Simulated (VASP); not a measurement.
Wanted: the native input for a VASP 6.6.1 run.

```yaml
Task: single point
Functional: PBEsol
Potentials_or_basis: VASP PAW PBE potentials, release 64 (N)
Cutoff: 520 eV
k_mesh: 6 × 6 × 4
Occupations: gaussian, width 0.05 eV
Spin: no spin polarisation
Dipole_correction: no
Further_INCAR_settings: ALGO = Normal; EDIFF = 1e-06; NBANDS = 18
```

The structure of N lies in POSCAR:

```
N
1.0
    3.8338541858      0.0000000000      0.0000000000
   -1.9169270929      3.3202151193      0.0000000000
    0.0000000000      0.0000000000      7.5664837908
N
4
Direct
    0.3333333333      0.6666666667      0.3289300400
    0.3333333333      0.6666666667      0.1710699600
    0.6666666667      0.3333333333      0.8289300400
    0.6666666667      0.3333333333      0.6710699600
```

This cell differs from its parent crystal: strain -0.080 along x and y, +0.080 along z.

One way to write it, as run:

INCAR

```
SYSTEM = N
PREC = Accurate ; ENCUT = 520
EDIFF = 1E-6 ; ISMEAR = 0
SIGMA = 0.05 ; LREAL = .FALSE.
LASPH = .TRUE. ; NELM = 80
ALGO = Normal ; ISIF = 2
LWAVE = .FALSE. ; LCHARG = .FALSE.
GGA = PS ; NBANDS = 18
```

KPOINTS

```
Automatic mesh
0
G
  6 6 4
  0 0 0
```

Potentials or basis: VASP PAW PBE potentials, release 64 (N).

The run is started by

```sh
$ cat potpaw_PBE.64/N/POTCAR > POTCAR
$ mpirun -np 1 vasp_std > vasp.out
```

It gave:

* Pressure: -12.0 GPa
* Largest force: 9.201 eV/Å
* Band gap on the k mesh: 6.06 eV, indirect (least direct gap 6.20 eV)

Caveat: the cell differs from its parent crystal (strain -0.080 along x and y, +0.080 along z); the standard files for N, O and F lose accuracy on very short bonds; the PAW data sets were made with another functional, which shifts forces and pressure a little.

It took 14 s on 1 thread of AMD EPYC 9R45 96-Core Processor (Zen 5), on a shared host, peak memory 0.17 GiB.
